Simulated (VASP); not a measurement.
Write the native input for VASP 6.6.1 that does the following.

```yaml
Task: single point
Functional: PBE
Potentials_or_basis: VASP PAW PBE potentials, release 64 (Hf_pv, B, F)
Cutoff: 520 eV
k_mesh: 6 × 6 × 4
Occupations: gaussian, width 0.1 eV
Spin: no spin polarisation
Dipole_correction: no
Further_INCAR_settings: ALGO = Fast; EDIFF = 1e-06; NBANDS = 29
```

The structure of HfBF lies in POSCAR:

```
HfBF
1.0
    3.3547185900      0.0000000000      0.0000000000
    0.0000000000      3.3547185900      0.0000000000
    0.0000000000      0.0000000000      6.4141341700
Hf B F
2 2 2
Direct
    0.0000000000      0.0000000000      0.7500000000
    0.0000000000      0.0000000000      0.2500000000
    0.5000000000      0.0000000000      0.5000000000
    0.0000000000      0.5000000000      0.0000000000
    0.5000000000      0.5000000000      0.0000000000
    0.5000000000      0.5000000000      0.5000000000
```

The cell was generated, and may not be a known phase.

The input as run:

INCAR

```
SYSTEM = HfBF
  ALGO = Fast
  EDIFF = 1E-6
  ENCUT = 520
  GGA = PE
  ISIF = 2
  ISMEAR = 0
  LASPH = .TRUE.
  LCHARG = .FALSE.
  LREAL = .FALSE.
  LWAVE = .FALSE.
  NBANDS = 29
  NELM = 80
  PREC = Accurate
  SIGMA = 0.1
```

KPOINTS

```
k-points
0
G
  6 6 4
  0 0 0
```

Potentials or basis: VASP PAW PBE potentials, release 64 (Hf_pv, B, F).

Run with:

```bash
$ cat potpaw_PBE.64/Hf_pv/POTCAR potpaw_PBE.64/B/POTCAR potpaw_PBE.64/F/POTCAR > POTCAR
$ mpirun -np 1 vasp_std > vasp.out
```

It gave:

| Quantity | Value |
| --- | --- |
| Pressure | 28.9 GPa |
| Band gap on the k mesh | zero (bands 20 and 21 overlap by 0.63 eV) |

Caveat: the stress differs along the axes, from 11 to 38 GPa; spin-orbit coupling is left out, which moves the levels of the heavy elements.

Run time: 31 s on 1 thread of Oxide Virtual Turin-like Processor, on a shared host, peak memory 0.18 GiB.
